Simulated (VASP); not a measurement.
# Rh (P6_3/mmc) in VASP: a series of runs

Rh is run at these levels: PBE; tasks: single point.

Everything below comes from runs of VASP 6.6.1. Logs are shortened: lines on timing, memory, paths and dates and some standing lists are left out, and cuts for length are marked.

### 1 The cell of the first run

Symmetry: P6_3/mmc, No. 194, hexagonal system. The conventional cell has a = 2.834 Å, b = 2.834 Å, c = 4.666 Å, α = 90.00°, β = 90.00°, γ = 120.00°. Rh (site symmetry -6m2) has 12 Rh at 2.83 to 2.85 Å within 3.7 Å.

This isn't the form of Rh at room conditions, which is fcc.

### 2 Single point, PBE

INCAR

```
SYSTEM = Rh
  ALGO = Fast
  EDIFF = 1E-7
  ENCUT = 520
  GGA = PE
  ISIF = 2
  ISMEAR = 0
  LASPH = .TRUE.
  LCHARG = .FALSE.
  LREAL = .FALSE.
  LWAVE = .FALSE.
  NBANDS = 22
  NELM = 60
  PREC = Accurate
  SIGMA = 0.15
```

KPOINTS

```
k-points
0
G
  18 18 10
  0 0 0
```

POSCAR

```
Rh
1.0
    2.8339000000      0.0000000000      0.0000000000
   -1.4169500000      2.4542293918      0.0000000000
    0.0000000000      0.0000000000      4.6658000000
Rh
2
Direct
    0.6666666667      0.3333333333      0.7500000000
    0.3333333333      0.6666666667      0.2500000000
```

Potentials or basis: VASP PAW PBE potentials, release 64 (Rh_pv).

Command:

```
> cat potpaw_PBE.64/Rh_pv/POTCAR > POTCAR
> mpirun -np 1 vasp_std > vasp.out
```

OUTCAR:

```text
SYSTEM = Rh
   EDIFF = 1E-7
   ENCUT = 520
   GGA = PE
   ISIF = 2
   ISMEAR = 0
   LASPH = .TRUE.
   LREAL = .FALSE.
   NELM = 60
   PREC = Accurate

 ion  position               nearest neighbor table
   1  0.667  0.333  0.750-   2 2.85   2 2.85   2 2.85   2 2.85   2 2.85   2 2.85
   2  0.333  0.667  0.250-   1 2.85   1 2.85   1 2.85   1 2.85   1 2.85   1 2.85

  LATTYP: Found a hexagonal cell.
 ALAT       =     2.8339000000
 C/A-ratio  =     1.6464236564

  Lattice vectors:

 A1 = (   2.8339000000,   0.0000000000,   0.0000000000)
 A2 = (  -1.4169500000,   2.4542293918,   0.0000000000)
 A3 = (   0.0000000000,   0.0000000000,   4.6658000000)

Analysis of symmetry for initial positions (statically):
=====================================================================
 Subroutine PRICEL returns:
 Original cell was already a primitive cell.

 Routine SETGRP: Setting up the symmetry group for a
 hexagonal supercell.

 Subroutine GETGRP returns: Found 24 space group operations
 (whereof 12 operations were pure point group operations)
 out of a pool of 24 trial point group operations.

The static configuration has the point symmetry D_3d.
 The point group associated with its full space group is D_6h.

Analysis of symmetry for dynamics (positions and initial velocities):
=====================================================================
 Subroutine PRICEL returns:
 Original cell was already a primitive cell.

 Routine SETGRP: Setting up the symmetry group for a
 hexagonal supercell.

 Subroutine GETGRP returns: Found 24 space group operations
 (whereof 12 operations were pure point group operations)
 out of a pool of 24 trial point group operations.

The dynamic configuration has the point symmetry D_3d.
 The point group associated with its full space group is D_6h.

 Subroutine INISYM returns: Found 24 space group operations
 (whereof 12 operations are pure point group operations),
 and found     1 'primitive' translations

----------------------------------------------------------------------------------------

                                     Primitive cell

  volume of cell :      32.4508

  direct lattice vectors                    reciprocal lattice vectors
     2.833900000  0.000000000  0.000000000     0.352870602  0.203729937  0.000000000
    -1.416950000  2.454229392  0.000000000     0.000000000  0.407459875  0.000000000
     0.000000000  0.000000000  4.665800000     0.000000000  0.000000000  0.214325518

  length of vectors
     2.833900000  2.833900000  4.665800000     0.407459875  0.407459875  0.214325518

  position of ions in fractional coordinates (direct lattice)
     0.666666667  0.333333333  0.750000000
     0.333333333  0.666666667  0.250000000

  ion indices of the primitive-cell ions
   primitive index   ion index
                 1           1
                 2           2

----------------------------------------------------------------------------------------

 KPOINTS: k-points

Automatic generation of k-mesh.
 Grid dimensions read from file:
 generate k-points for:   18   18   10

 Generating k-lattice:

  Cartesian coordinates                     Fractional coordinates (reciprocal lattice)
     0.019603922  0.011318330  0.000000000     0.055555556 -0.000000000  0.000000000
     0.000000000  0.022636660  0.000000000     0.000000000  0.055555556  0.000000000
     0.000000000  0.000000000  0.021432552     0.000000000  0.000000000  0.100000000

  Length of vectors
     0.022636660  0.022636660  0.021432552

  Shift w.r.t. Gamma in fractional coordinates (k-lattice)
     0.000000000  0.000000000  0.000000000

 Subroutine IBZKPT returns following result:
 ===========================================

 Found    222 irreducible k-points:

 Following reciprocal coordinates:
            Coordinates               Weight
  0.000000  0.000000  0.000000      1.000000
  0.055556  0.000000  0.000000      6.000000
  0.111111  0.000000  0.000000      6.000000
  0.166667  0.000000  0.000000      6.000000
  0.222222  0.000000  0.000000      6.000000
  0.277778  0.000000  0.000000      6.000000
[... 16 lines left out ...]
  0.333333  0.111111  0.000000     12.000000
  0.388889  0.111111  0.000000     12.000000
 [... further k-points ...]
   k-points           NKPTS =    222   k-points in BZ     NKDIM =    222   number of bands    NBANDS=     22
   number of dos      NEDOS =    301   number of ions     NIONS =      2
   total plane-waves  NPLWV =  20736
   dimension x,y,z NGX =    24 NGY =   24 NGZ =   36
   dimension x,y,z NGXF=    48 NGYF=   48 NGZF=   72
   ions per type =               2
   NGX,Y,Z   is equivalent  to a cutoff of  14.08, 14.08, 12.83 a.u.
   NGXF,Y,Z  is equivalent  to a cutoff of  28.16, 28.16, 25.65 a.u.
 SYSTEM =  Rh
   PREC   = accura    normal or accurate (medium, high low for compatibility)
   ISTART =      0    job   : 0-new  1-cont  2-samecut
   ICHARG =      2    charge: 1-file 2-atom 10-const
   ISPIN  =      1    spin polarized calculation?
   LNONCOLLINEAR =      F non collinear calculations
   LSORBIT =      F    spin-orbit coupling
   LASPH  =      T    aspherical Exc in radial PAW
   ENCUT  =  520.0 eV  38.22 Ry    6.18 a.u.   5.27  5.27  8.68*2*pi/ulx,y,z
   NELM   =     60;   NELMIN=  2; NELMDL= -5     # of ELM steps
   EDIFF  = 0.1E-06   stopping-criterion for ELM
   LREAL  =      F    real-space projection
   EDIFFG = 0.1E-05   stopping-criterion for IOM
   NSW    =      0    number of steps for IOM
   IBRION =     -1    ionic relax: 0-MD 1-quasi-New 2-CG
   NFREE  =      0    steps in history (QN), initial steepest desc. (CG)
   ISIF   =      2    stress and relaxation
   ISYM   =      2    0-nonsym 1-usesym 2-fastsym
   POTIM  = 0.5000    time-step for ionic-motion
   TEBEG  =    0.0;   TEEND  =   0.0 temperature during run
   PSTRESS=    0.0 pullay stress
   NELECT =      30.0000    total number of electrons
   NUPDOWN=      -1.0000    fix difference up-down
   EMIN   =  10.00;   EMAX   =-10.00  energy-range for DOS
   EFERMI =   0.00;   METHOD = LEGACY
   ISMEAR =     0;   SIGMA  =   0.15  broadening in eV -4-tet -1-fermi 0-gaus
   EFERMI_NEDOS =   21; number of points for ismear=-14 and -15
   IALGO  =     68    algorithm
   IMIX   =      4    mixing-type and parameters
     AMIX     =   0.40;   BMIX     =  1.00
     AMIX_MAG =   1.60;   BMIX_MAG =  1.00
  volume/ion in A,a.u.               =      16.23       109.49
  Fermi-wavevector in a.u.,A,eV,Ry     =   1.594802  3.013738 34.604949  2.543392
  Thomas-Fermi vector in A             =   2.692819
   LORBIT       =      0    0 simple, 1 ext, 2 COOP (PROOUT), +10 PAW based schemes
   GGA     = PE    functional components
   LHFCALC =     F    Hartree Fock is set to
   AEXX    =    0.0000 exact exchange contribution
   IVDW    =     0    specifies the selected vdW correction
   LEPSILON=     F    determine dielectric tensor
   LRPA    =     F    only Hartree local field effects (RPA)
 non-spin polarized calculation
 RMM-DIIS sequential band-by-band and
 Gauss-broadening in eV      SIGMA  =   0.15
  energy-cutoff  :      520.00
  volume of cell :       32.45
 maximum number of plane-waves:       886
 NGX is ok and might be reduce to    24
   NGX = 11   NGY = 11   NGZ = 17

 number of electron      29.9999998 magnetization

 Free energy of the ion-electron system (eV)
  ---------------------------------------------------
  ext. energy  EPLUGINS =         0.00000000
  ---------------------------------------------------
  free energy    TOTEN  =       -14.08045341 eV

  energy without entropy =      -14.03078818  energy(sigma->0) =      -14.05562079

 E-fermi :   9.1691     XC(G=0): -12.9870

 val. band max:        9.1679643859   @ k =   0.3333   0.0556   0.4000
 cond. band min:       9.1700611392   @ k =   0.0000   0.0000   0.3000
 fundamental gap:      0.0020967533
 Fermi energy:         9.1690932151

 k-point     1 :       0.0000    0.0000    0.0000
  band No.  band energies     occupation
      1     -37.3700      2.00000
      2     -37.0199      2.00000
      3     -37.0199      2.00000
      4     -36.9726      2.00000
      5     -36.9643      2.00000
      6     -36.9643      2.00000
[... 14 lines left out ...]
     21      26.7731      0.00000
     22      27.4385      0.00000

 k-point     2 :       0.0556    0.0000    0.0000
  band No.  band energies     occupation
      1     -37.3661      2.00000
      2     -37.0295      2.00000
      3     -37.0229      2.00000
      4     -36.9743      2.00000
      5     -36.9741      2.00000
      6     -36.9660      2.00000
[... 14 lines left out ...]
     21      26.8847      0.00000
     22      27.4106      0.00000

 k-point     3 :       0.1111    0.0000    0.0000
  band No.  band energies     occupation
      1     -37.3545      2.00000
      2     -37.0571      2.00000
      3     -37.0316      2.00000
      4     -37.0027      2.00000
      5     -36.9786      2.00000
      6     -36.9710      2.00000
[... 14 lines left out ...]
     21      26.9970      0.00000
     22      27.1827      0.00000

 k-point     4 :       0.1667    0.0000    0.0000
  band No.  band energies     occupation
      1     -37.3362      2.00000
      2     -37.0995      2.00000
      3     -37.0459      2.00000
      4     -37.0447      2.00000
      5     -36.9862      2.00000
      6     -36.9788      2.00000
[... 14 lines left out ...]
     21      26.7653      0.00000
     22      26.8880      0.00000

 k-point     5 :       0.2222    0.0000    0.0000
  band No.  band energies     occupation
      1     -37.3122      2.00000
      2     -37.1515      2.00000
      3     -37.0982      2.00000
      4     -37.0604      2.00000
      5     -36.9969      2.00000
      6     -36.9886      2.00000
[... 417 lines left out ...]
 k-point    22 :       0.2778    0.1111    0.0000
  band No.  band energies     occupation
      1     -37.2543      2.00000
      2     -37.2462      2.00000
      3     -37.2115      2.00000
      4     -37.1030      2.00000
      5     -37.0319      2.00000
      6     -37.0308      2.00000
[... 14 lines left out ...]
     21      21.5565      0.00000
     22      24.4631      0.00000

 k-point    23 :       0.3333    0.1111    0.0000
  band No.  band energies     occupation
      1     -37.2935      2.00000
      2     -37.2424      2.00000
      3     -37.2182      2.00000
      4     -37.1207      2.00000
      5     -37.0497      2.00000
      6     -37.0411      2.00000
[... 14 lines left out ...]
     21      20.8044      0.00000
     22      23.5964      0.00000

 k-point    24 :       0.3889    0.1111    0.0000
  band No.  band energies     occupation
      1     -37.3191      2.00000
      2     -37.2626      2.00000
      3     -37.1957      2.00000
      4     -37.1321      2.00000
      5     -37.0656      2.00000
      6     -37.0479      2.00000
[... 14 lines left out ...]
     21      20.2751      0.00000
     22      22.4482      0.00000

 [... further k-points ...]

------------------------ aborting loop because EDIFF is reached ----------------------------------------

  FORCE on cell =-STRESS in cart. coord.  units (eV):
  Direction    XX          YY          ZZ          XY          YZ          ZX
  --------------------------------------------------------------------------------------
  -------------------------------------------------------------------------------------
  Total       -4.7417255     -4.7417255     -5.4361285      0.0000000     -0.0000000      0.0000000
  in kB     -234.1106658   -234.1106658   -268.3950488      0.0000000     -0.0000000      0.0000000
  external PRESSURE =    -245.5387935 kB  Pullay stress =       0.0000000 kB

 VOLUME and BASIS-vectors are now :
 -----------------------------------------------------------------------------
  energy-cutoff  :      520.00
  volume of cell :       32.45
      direct lattice vectors                 reciprocal lattice vectors
     2.833900000  0.000000000  0.000000000     0.352870602  0.203729937  0.000000000
    -1.416950000  2.454229392  0.000000000     0.000000000  0.407459875  0.000000000
     0.000000000  0.000000000  4.665800000     0.000000000  0.000000000  0.214325518

 POSITION                                       TOTAL-FORCE (eV/Angst)
 -----------------------------------------------------------------------------------
      1.41695      0.81808      3.49935         0.000000      0.000000      0.000000
     -0.00000      1.63615      1.16645        -0.000000     -0.000000      0.000000
 -----------------------------------------------------------------------------------
    total drift:                               -0.000000      0.000000     -0.000000

  FREE ENERGIE OF THE ION-ELECTRON SYSTEM (eV)
  ---------------------------------------------------
  free  energy   TOTEN  =       -14.0804534130 eV

  energy  without entropy=      -14.0307881769  energy(sigma->0) =      -14.05562079
```

Wall time 3.9 min (1 thread of AMD EPYC 7R43 (Zen 3), shared host); peak memory 0.2 GiB.

Results:

* Free energy: -14.0805 eV
* Pressure: -24.6 GPa
* Band gap on the k mesh: zero (bands 15 and 16 overlap by 1.86 eV)

Stress tensor (GPa, compression positive):
```
-23.41   0.00   0.00
  0.00 -23.41   0.00
  0.00   0.00 -26.84
```

Caveat: the cell stands under tension.

### 3 Single point, PBE

This run uses another cell than the first one, of 16.29 Å³/atom.

INCAR

```
ALGO = Fast ; EDIFF = 1E-6
ENCUT = 520 ; GGA = PE
ISIF = 2 ; ISMEAR = 0
LASPH = True ; LCHARG = True
LELF = True ; LREAL = False
LVHAR = True ; LWAVE = False
NBANDS = 22 ; NELM = 60
PREC = Accurate ; SIGMA = 0.15
```

KPOINTS

```
k-points
0
Gamma
  18 18 10
```

POSCAR

```
Rh
1.0
    2.8611000000      0.0000000000      0.0000000000
   -1.4305500000      2.4777852828      0.0000000000
    0.0000000000      0.0000000000      4.5956000000
Rh
2
Direct
    0.6666666667      0.3333333333      0.7500000000
    0.3333333333      0.6666666667      0.2500000000
```

Potentials or basis: VASP PAW PBE potentials, release 64 (Rh_pv).

Command:

```
> cat potpaw_PBE.64/Rh_pv/POTCAR > POTCAR
> mpirun -np 1 vasp_std > vasp.out
```

Run time: 4.2 min. Hardware: 1 thread of AMD EPYC 7R43 (Zen 3), shared host; peak memory 0.2 GiB.

It converged, with:

* Free energy: -14.0672 eV
* Pressure: -25.1 GPa
* Band gap on the k mesh: zero (bands 15 and 16 overlap by 1.80 eV)

Stress tensor (GPa, compression positive):
```
-24.94   0.00   0.00
  0.00 -24.94   0.00
  0.00   0.00 -25.38
```

Levels at points of the mesh, in eV from the Fermi level:
```csv
k point,band 11,band 12,band 13,band 14,band 15,band 16,band 17,band 18,band 19,band 20
"(0.00, 0.00, 0.00)",-2.31,-1.91,-1.91,-1.50,-1.50,0.10,0.10,1.02,7.19,15.71
"(0.50, 0.00, 0.00)",-2.05,-1.70,-1.65,0.28,0.47,0.52,2.56,4.32,9.21,9.65
"(0.00, 0.00, 0.50)",-2.41,-2.41,-2.41,-2.41,-0.35,-0.35,-0.35,-0.35,13.94,13.94
"(0.50, 0.00, 0.50)",-1.29,-1.29,-0.19,-0.19,0.43,0.43,2.48,2.48,7.80,7.80
```

Caveat: the cell stands under tension.

[end of part 1 of 2]
